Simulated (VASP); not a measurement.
Wanted: the native input for a VASP 6.6.1 run.

```
Task                   : single point
Functional             : revPBE
Potentials or basis    : VASP PAW PBE potentials, release 64 (Cr_pv)
Cutoff                 : 520 eV
k mesh                 : 16 × 16 × 8
Occupations            : fermi-dirac, width 0.1 eV
Spin                   : no spin polarisation
Dipole correction      : no
Further INCAR settings : ALGO = Normal; EDIFF = 1e-07; NBANDS = 19
```

The structure of Cr lies in POSCAR:

```
Cr
1.0
    2.5983639320      0.0000000000      0.0000000000
   -1.2991819660      2.2502491734      0.0000000000
    0.0000000000      0.0000000000      4.6409404521
Cr
2
Direct
    0.3333333333      0.6666666667      0.2500000000
    0.6666666667      0.3333333333      0.7500000000
```

This cell differs from its parent crystal: volume scaled by 1.12.

The input as run:

INCAR

```
SYSTEM = Cr
ALGO = Normal
EDIFF = 1E-7
ENCUT = 520
GGA = RE
ISIF = 2
ISMEAR = -1
LASPH = .True.
LCHARG = .True.
LELF = .True.
LREAL = .False.
LVHAR = .True.
LWAVE = .False.
NBANDS = 19
NELM = 60
PREC = Accurate
SIGMA = 0.1
```

KPOINTS

```
k-points
0
Gamma
  16 16 8
  0 0 0
```

Potentials or basis: VASP PAW PBE potentials, release 64 (Cr_pv).

The run is started by

```console
$ cat potpaw_PBE.64/Cr_pv/POTCAR > POTCAR
$ mpirun -np 1 vasp_std > vasp.out
```

Results of the run:

```json
{
 "Pressure": "-20.2 GPa",
 "Band gap on the k mesh": "zero (band 12 reaches 9.60 eV, above the bottom of band 13 at 8.54 eV)"
}
```

Caveat: the PAW data sets were made with another functional, which shifts forces and pressure a little; the run has no spin polarisation, though such a crystal can be magnetic.

It took 40 s on 1 thread of Intel(R) Xeon(R) Platinum 8488C (Sapphire Rapids), on a shared host, peak memory 0.18 GiB.
